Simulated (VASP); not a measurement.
# Ga3B (Pm-3m) in VASP: further runs

The runs below take Ga3B through single point, relaxation of cell and atoms, with PBE.

Everything below comes from runs of VASP 6.6.1. Logs are shortened: lines on timing, memory, paths and dates and some standing lists are left out, and cuts for length are marked.

## 1. The cell of the first run

The structure is cubic, space group Pm-3m (No. 221). The conventional cell has a = 4.387 Å, b = 4.387 Å, c = 4.387 Å, α = 90.00°, β = 90.00°, γ = 90.00°. Ga (site symmetry 4/mmm) has 2 B at 2.19 Å within 2.9 Å. B (site symmetry m-3m) has 6 Ga at 2.19 Å within 2.9 Å.

## 2. Single point, PBE

The input, INCAR:

```
SYSTEM = Ga3B
ALGO = Normal ; EDIFF = 1E-6
ENCUT = 520 ; GGA = PE
ISIF = 2 ; ISMEAR = 0
LASPH = .TRUE. ; LCHARG = .FALSE.
LREAL = .FALSE. ; LWAVE = .FALSE.
NBANDS = 29 ; NELM = 100
PREC = Accurate ; SIGMA = 0.1
```

The input, KPOINTS:

```
k-points
0
G
  12 12 12
  0 0 0
```

The input, POSCAR:

```
Ga3B
1.0
    4.3870582907      0.0000000000      0.0000000000
    0.0000000000      4.3870582907      0.0000000000
    0.0000000000      0.0000000000      4.3870582907
Ga B
3 1
Direct
    0.5000000000      0.0000000000      0.0000000000
    0.0000000000      0.5000000000      0.0000000000
    0.0000000000      0.0000000000      0.5000000000
    0.0000000000      0.0000000000      0.0000000000
```

Potentials or basis: VASP PAW PBE potentials, release 64 (Ga_d, B).

The run is started by

```bash
cat potpaw_PBE.64/Ga_d/POTCAR potpaw_PBE.64/B/POTCAR > POTCAR
mpirun -np 1 vasp_std > vasp.out
```

OUTCAR:

```text
SYSTEM = Ga3B
   EDIFF = 1E-6
   ENCUT = 520
   GGA = PE
   ISIF = 2
   ISMEAR = 0
   LASPH = .TRUE.
   LREAL = .FALSE.
   NELM = 100
   PREC = Accurate

 ion  position               nearest neighbor table
   1  0.500  0.000  0.000-   4 2.19   4 2.19
   2  0.000  0.500  0.000-   4 2.19   4 2.19
   3  0.000  0.000  0.500-   4 2.19   4 2.19
   4  0.000  0.000  0.000-   1 2.19   2 2.19   3 2.19   3 2.19   2 2.19   1 2.19

  LATTYP: Found a simple cubic cell.
 ALAT       =     4.3870582907

  Lattice vectors:

 A1 = (   4.3870582907,   0.0000000000,   0.0000000000)
 A2 = (   0.0000000000,   4.3870582907,   0.0000000000)
 A3 = (   0.0000000000,   0.0000000000,   4.3870582907)

Analysis of symmetry for initial positions (statically):
=====================================================================
 Subroutine PRICEL returns:
 Original cell was already a primitive cell.

 Routine SETGRP: Setting up the symmetry group for a
 simple cubic supercell.

 Subroutine GETGRP returns: Found 48 space group operations
 (whereof 48 operations were pure point group operations)
 out of a pool of 48 trial point group operations.

The static configuration has the point symmetry O_h .

Analysis of symmetry for dynamics (positions and initial velocities):
=====================================================================
 Subroutine PRICEL returns:
 Original cell was already a primitive cell.

 Routine SETGRP: Setting up the symmetry group for a
 simple cubic supercell.

 Subroutine GETGRP returns: Found 48 space group operations
 (whereof 48 operations were pure point group operations)
 out of a pool of 48 trial point group operations.

The dynamic configuration has the point symmetry O_h .

 Subroutine INISYM returns: Found 48 space group operations
 (whereof 48 operations are pure point group operations),
 and found     1 'primitive' translations

----------------------------------------------------------------------------------------

                                     Primitive cell

  volume of cell :      84.4346

  direct lattice vectors                    reciprocal lattice vectors
     4.387058291  0.000000000  0.000000000     0.227943176  0.000000000  0.000000000
     0.000000000  4.387058291  0.000000000     0.000000000  0.227943176  0.000000000
     0.000000000  0.000000000  4.387058291     0.000000000  0.000000000  0.227943176

  length of vectors
     4.387058291  4.387058291  4.387058291     0.227943176  0.227943176  0.227943176

  position of ions in fractional coordinates (direct lattice)
     0.500000000  0.000000000  0.000000000
     0.000000000  0.500000000  0.000000000
     0.000000000  0.000000000  0.500000000
     0.000000000  0.000000000  0.000000000

  ion indices of the primitive-cell ions
   primitive index   ion index
                 1           1
                 2           2
                 3           3
                 4           4

----------------------------------------------------------------------------------------

 KPOINTS: k-points

Automatic generation of k-mesh.
 Grid dimensions read from file:
 generate k-points for:   12   12   12

 Generating k-lattice:

  Cartesian coordinates                     Fractional coordinates (reciprocal lattice)
     0.018995265  0.000000000  0.000000000     0.083333333  0.000000000  0.000000000
     0.000000000  0.018995265  0.000000000     0.000000000  0.083333333  0.000000000
     0.000000000  0.000000000  0.018995265     0.000000000  0.000000000  0.083333333

  Length of vectors
     0.018995265  0.018995265  0.018995265

  Shift w.r.t. Gamma in fractional coordinates (k-lattice)
     0.000000000  0.000000000  0.000000000

 Subroutine IBZKPT returns following result:
 ===========================================

 Found     84 irreducible k-points:

 Following reciprocal coordinates:
            Coordinates               Weight
  0.000000  0.000000  0.000000      1.000000
  0.083333  0.000000  0.000000      6.000000
  0.166667  0.000000  0.000000      6.000000
  0.250000  0.000000  0.000000      6.000000
  0.333333  0.000000  0.000000      6.000000
  0.416667  0.000000  0.000000      6.000000
[... 16 lines left out ...]
  0.333333  0.333333  0.000000     12.000000
  0.416667  0.333333  0.000000     24.000000
 [... further k-points ...]
   k-points           NKPTS =     84   k-points in BZ     NKDIM =     84   number of bands    NBANDS=     29
   number of dos      NEDOS =    301   number of ions     NIONS =      4
   total plane-waves  NPLWV =  46656
   dimension x,y,z NGX =    36 NGY =   36 NGZ =   36
   dimension x,y,z NGXF=    72 NGYF=   72 NGZF=   72
   ions per type =               3   1
   NGX,Y,Z   is equivalent  to a cutoff of  13.64, 13.64, 13.64 a.u.
   NGXF,Y,Z  is equivalent  to a cutoff of  27.28, 27.28, 27.28 a.u.
 SYSTEM =  Ga3B
   PREC   = accura    normal or accurate (medium, high low for compatibility)
   ISTART =      0    job   : 0-new  1-cont  2-samecut
   ICHARG =      2    charge: 1-file 2-atom 10-const
   ISPIN  =      1    spin polarized calculation?
   LNONCOLLINEAR =      F non collinear calculations
   LSORBIT =      F    spin-orbit coupling
   LASPH  =      T    aspherical Exc in radial PAW
   ENCUT  =  520.0 eV  38.22 Ry    6.18 a.u.   8.16  8.16  8.16*2*pi/ulx,y,z
   NELM   =    100;   NELMIN=  2; NELMDL= -5     # of ELM steps
   EDIFF  = 0.1E-05   stopping-criterion for ELM
   LREAL  =      F    real-space projection
   EDIFFG = 0.1E-04   stopping-criterion for IOM
   NSW    =      0    number of steps for IOM
   IBRION =     -1    ionic relax: 0-MD 1-quasi-New 2-CG
   NFREE  =      0    steps in history (QN), initial steepest desc. (CG)
   ISIF   =      2    stress and relaxation
   ISYM   =      2    0-nonsym 1-usesym 2-fastsym
   POTIM  = 0.5000    time-step for ionic-motion
   TEBEG  =    0.0;   TEEND  =   0.0 temperature during run
   PSTRESS=    0.0 pullay stress
   NELECT =      42.0000    total number of electrons
   NUPDOWN=      -1.0000    fix difference up-down
   EMIN   =  10.00;   EMAX   =-10.00  energy-range for DOS
   EFERMI =   0.00;   METHOD = LEGACY
   ISMEAR =     0;   SIGMA  =   0.10  broadening in eV -4-tet -1-fermi 0-gaus
   EFERMI_NEDOS =   21; number of points for ismear=-14 and -15
   IALGO  =     38    algorithm
   IMIX   =      4    mixing-type and parameters
     AMIX     =   0.40;   BMIX     =  1.00
     AMIX_MAG =   1.60;   BMIX_MAG =  1.00
  volume/ion in A,a.u.               =      21.11       142.45
  Fermi-wavevector in a.u.,A,eV,Ry     =   1.297133  2.451226 22.892539  1.682554
  Thomas-Fermi vector in A             =   2.428545
   LORBIT       =      0    0 simple, 1 ext, 2 COOP (PROOUT), +10 PAW based schemes
   GGA     = PE    functional components
   LHFCALC =     F    Hartree Fock is set to
   AEXX    =    0.0000 exact exchange contribution
   IVDW    =     0    specifies the selected vdW correction
   LEPSILON=     F    determine dielectric tensor
   LRPA    =     F    only Hartree local field effects (RPA)
 non-spin polarized calculation
 Gauss-broadening in eV      SIGMA  =   0.10
  energy-cutoff  :      520.00
  volume of cell :       84.43
 maximum number of plane-waves:      2301
 NGX is ok and might be reduce to    36
   NGX = 17   NGY = 17   NGZ = 17

 number of electron      41.9999976 magnetization

 Free energy of the ion-electron system (eV)
  ---------------------------------------------------
  ext. energy  EPLUGINS =         0.00000000
  ---------------------------------------------------
  free energy    TOTEN  =       -12.74000513 eV

  energy without entropy =      -12.72803952  energy(sigma->0) =      -12.73402233

 E-fermi :   3.4904     XC(G=0):  -9.5004

 val. band max:        3.4848391345   @ k =   0.4167   0.1667   0.1667
 cond. band min:       3.4952900092   @ k =   0.3333   0.1667   0.0833
 fundamental gap:      0.0104508747
 Fermi energy:         3.4904114369

 k-point     1 :       0.0000    0.0000    0.0000
  band No.  band energies     occupation
      1     -11.9938      2.00000
      2     -11.6833      2.00000
      3     -11.6833      2.00000
      4     -11.6833      2.00000
      5     -11.6322      2.00000
      6     -11.6322      2.00000
[... 21 lines left out ...]
     28       8.3004      0.00000
     29      11.6422      0.00000

 k-point     2 :       0.0833    0.0000    0.0000
  band No.  band energies     occupation
      1     -11.9857      2.00000
      2     -11.6824      2.00000
      3     -11.6795      2.00000
      4     -11.6795      2.00000
      5     -11.6316      2.00000
      6     -11.6296      2.00000
[... 21 lines left out ...]
     28       8.1484      0.00000
     29      11.6789      0.00000

 k-point     3 :       0.1667    0.0000    0.0000
  band No.  band energies     occupation
      1     -11.9626      2.00000
      2     -11.6799      2.00000
      3     -11.6683      2.00000
      4     -11.6683      2.00000
      5     -11.6301      2.00000
      6     -11.6223      2.00000
[... 21 lines left out ...]
     28       8.0278      0.00000
     29      11.7866      0.00000

 k-point     4 :       0.2500    0.0000    0.0000
  band No.  band energies     occupation
      1     -11.9277      2.00000
      2     -11.6763      2.00000
      3     -11.6504      2.00000
      4     -11.6504      2.00000
      5     -11.6281      2.00000
      6     -11.6111      2.00000
[... 21 lines left out ...]
     28       8.0515      0.00000
     29      11.9539      0.00000

 k-point     5 :       0.3333    0.0000    0.0000
  band No.  band energies     occupation
      1     -11.8871      2.00000
      2     -11.6725      2.00000
      3     -11.6271      2.00000
      4     -11.6271      2.00000
      5     -11.6261      2.00000
      6     -11.5977      2.00000
[... 21 lines left out ...]
     28       8.1197      0.00000
     29      12.1551      0.00000
[... 510 lines left out ...]
     28       9.5273      0.00000
     29      11.6934      0.00000

 k-point    22 :       0.5000    0.2500    0.0000
  band No.  band energies     occupation
      1     -11.7840      2.00000
      2     -11.6631      2.00000
      3     -11.6428      2.00000
      4     -11.6221      2.00000
      5     -11.5946      2.00000
      6     -11.5909      2.00000
[... 21 lines left out ...]
     28       9.6613      0.00000
     29      10.8824      0.00000

 k-point    23 :       0.3333    0.3333    0.0000
  band No.  band energies     occupation
      1     -11.8009      2.00000
      2     -11.6385      2.00000
      3     -11.6384      2.00000
      4     -11.6360      2.00000
      5     -11.5988      2.00000
      6     -11.5970      2.00000
[... 21 lines left out ...]
     28      10.3504      0.00000
     29      11.5528      0.00000

 k-point    24 :       0.4167    0.3333    0.0000
  band No.  band energies     occupation
      1     -11.7679      2.00000
      2     -11.6618      2.00000
      3     -11.6328      2.00000
      4     -11.6297      2.00000
      5     -11.5949      2.00000
      6     -11.5944      2.00000
[... 21 lines left out ...]
     28      10.6944      0.00000
     29      11.1833      0.00000

 [... further k-points ...]
[... 5 lines left out ...]
  --------------------------------------------------------------------------------------
  -------------------------------------------------------------------------------------
  Total        0.0067661      0.0067661      0.0067661      0.0000000      0.0000000     -0.0000000
  in kB        0.1283884      0.1283884      0.1283884      0.0000000      0.0000000     -0.0000000
  external PRESSURE =       0.1283884 kB  Pullay stress =       0.0000000 kB

 VOLUME and BASIS-vectors are now :
 -----------------------------------------------------------------------------
  energy-cutoff  :      520.00
  volume of cell :       84.43
      direct lattice vectors                 reciprocal lattice vectors
     4.387058291  0.000000000  0.000000000     0.227943176  0.000000000  0.000000000
     0.000000000  4.387058291  0.000000000     0.000000000  0.227943176  0.000000000
     0.000000000  0.000000000  4.387058291     0.000000000  0.000000000  0.227943176

 POSITION                                       TOTAL-FORCE (eV/Angst)
 -----------------------------------------------------------------------------------
      2.19353      0.00000      0.00000         0.000000      0.000000      0.000000
      0.00000      2.19353      0.00000         0.000000      0.000000      0.000000
      0.00000      0.00000      2.19353         0.000000      0.000000      0.000000
      0.00000      0.00000      0.00000         0.000000      0.000000      0.000000
 -----------------------------------------------------------------------------------
    total drift:                                0.000000      0.000000     -0.000000

  FREE ENERGIE OF THE ION-ELECTRON SYSTEM (eV)
  ---------------------------------------------------
  free  energy   TOTEN  =       -12.7400051342 eV

  energy  without entropy=      -12.7280395169  energy(sigma->0) =      -12.73402233
```

Run time: 88 s. Hardware: 1 thread of Intel Xeon Platinum 8488C (Sapphire Rapids), shared host; peak memory 0.31 GiB.

Results:

```yaml
Free_energy: -12.7400 eV
Pressure: 0.0 GPa
Band_gap_on_the_k_mesh: zero (band 21 reaches 3.80 eV, above the bottom of band 22 at 1.57 eV)
```

(Continued in part 2 of 2.)
